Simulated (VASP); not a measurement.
HC18N: single point with PBE

The system is HC18N, a slab with vacuum.

```
CELL_PARAMETERS angstrom
7.39800 0.00000 0.00000
-3.69900 6.40686 0.00000
0.00000 0.00000 12.00000
ATOMIC_POSITIONS crystal
C 0.01380 0.01836 0.08497
C 0.23445 0.12592 0.07982
C 0.01447 0.34864 0.07822
C 0.23461 0.45885 0.07980
C 0.01233 0.67841 0.08832
C 0.23370 0.79229 0.08312
C 0.34625 0.01491 0.08170
C 0.56661 0.12560 0.07961
C 0.34518 0.34648 0.07835
C 0.56595 0.45476 0.08180
C 0.34398 0.68266 0.08043
C 0.56311 0.79732 0.08018
C 0.67696 0.01437 0.08025
C 0.90355 0.12574 0.08023
C 0.67776 0.34877 0.08048
C 0.90353 0.46096 0.08142
C 0.67066 0.68115 0.10051
C 0.90100 0.79267 0.10692
N 0.74857 0.75160 0.21579
H 0.68317 0.61541 0.26143
```

| Item | Value |
| --- | --- |
| Program | VASP 6.6.1 |
| Task | single point |
| Functional | PBE |
| Potentials or basis | VASP PAW PBE potentials, release 64 (C, N, H) |
| Cutoff | 520 eV |
| k mesh | 2 × 2 × 1 |
| Occupations | fermi-dirac, width 0.05 eV |
| Spin | no spin polarisation |

- Largest force: 1.238 eV/Å
- Band gap on the k mesh: 0.21 eV

Forces in eV/Å, atoms in the order of the input:
```
C   -0.133  0.064  0.189
C   -0.118  0.000  0.036
C   -0.021  0.004 -0.004
C   -0.062 -0.036 -0.069
C   -0.122 -0.079  0.301
C   -0.140 -0.002 -0.011
C   -0.080  0.005 -0.006
C   -0.115  0.003 -0.046
C   -0.130 -0.040 -0.074
C   -0.083  0.010 -0.004
C   -0.120  0.068 -0.318
C   -0.264  0.090 -0.952
C   -0.134 -0.053 -0.204
C   -0.003 -0.003  0.000
C   -0.108  0.050  0.074
C   -0.058  0.036  0.067
C   -0.487 -0.046 -0.053
C   -0.226 -0.063  0.975
N    1.235 -0.011  0.092
H    1.168  0.004  0.005
```

Levels at points of the mesh, in eV from the valence-band top:
| k point | band 35 | band 36 | band 37 | band 38 | band 39 | band 40 | band 41 | band 42 | band 43 | band 44 |
| --- | --- | --- | --- | --- | --- | --- | --- | --- | --- | --- |
| (0.00, 0.00, 0.00) | -3.02 | -2.85 | -2.09 | -1.10 | 0.00 | 0.21 | 1.27 | 2.96 | 3.34 | 4.38 |
| (0.50, 0.00, 0.00) | -2.79 | -2.62 | -2.43 | -2.01 | -0.62 | 0.49 | 2.18 | 2.58 | 2.90 | 3.42 |
| (0.00, 0.50, 0.00) | -2.91 | -2.56 | -2.37 | -1.96 | -1.12 | 1.18 | 2.09 | 2.60 | 2.62 | 3.54 |
| (0.50, 0.50, 0.00) | -2.97 | -2.56 | -2.37 | -2.09 | -1.10 | 1.20 | 2.14 | 2.58 | 2.64 | 3.53 |

It took 3 min on 1 thread of Intel(R) Xeon(R) 6975P-C (Granite Rapids) (shared host), peak memory 0.59 GiB.

Caveat: the k points lie up to 0.49 Å⁻¹ apart.
